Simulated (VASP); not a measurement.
Here is a VASP 6.6.1 calculation.

The input INCAR:

```
PREC     = Accurate       # precision mode
ENCUT    = 520            # plane-wave cutoff, eV
EDIFF    = 1E-6           # SCF threshold, eV
ISMEAR   = 0              # smearing method
SIGMA    = 0.023          # smearing width, eV
LREAL    = F              # projectors in reciprocal space
LASPH    = T              # aspherical terms in the spheres
NELM     = 60             # most SCF steps
ALGO     = Normal         # electronic algorithm
ISIF     = 2              # what is computed and relaxed
LWAVE    = F              # write WAVECAR
LCHARG   = F              # write CHGCAR
GGA      = PE             # functional
NBANDS   = 15             # bands
```

The input KPOINTS:

```
regular mesh
0
Gamma
  10 10 10
```

The input POSCAR:

```
TaN
1.0
    0.0000000000      2.2113230000      2.2113230000
    2.2113230000      0.0000000000      2.2113230000
    2.2113230000      2.2113230000      0.0000000000
Ta N
1 1
Direct
    0.5000000000      0.5000000000      0.5000000000
    0.0000000000      0.0000000000      0.0000000000
```

Potentials or basis: VASP PAW PBE potentials, release 64 (Ta_pv, N).

Run with:

```bash
$ cat potpaw_PBE.64/Ta_pv/POTCAR potpaw_PBE.64/N/POTCAR > POTCAR
$ mpirun -np 1 vasp_std > vasp.out
```

Task: Predict the band gap on the k mesh.

Result: Zero (band 8 reaches 11.20 eV, above the bottom of band 9 at 7.29 eV).

Task: Estimate the pressure.

Result: -0.6 GPa.

Caveat: spin-orbit coupling is left out, which moves the levels of the heavy elements.
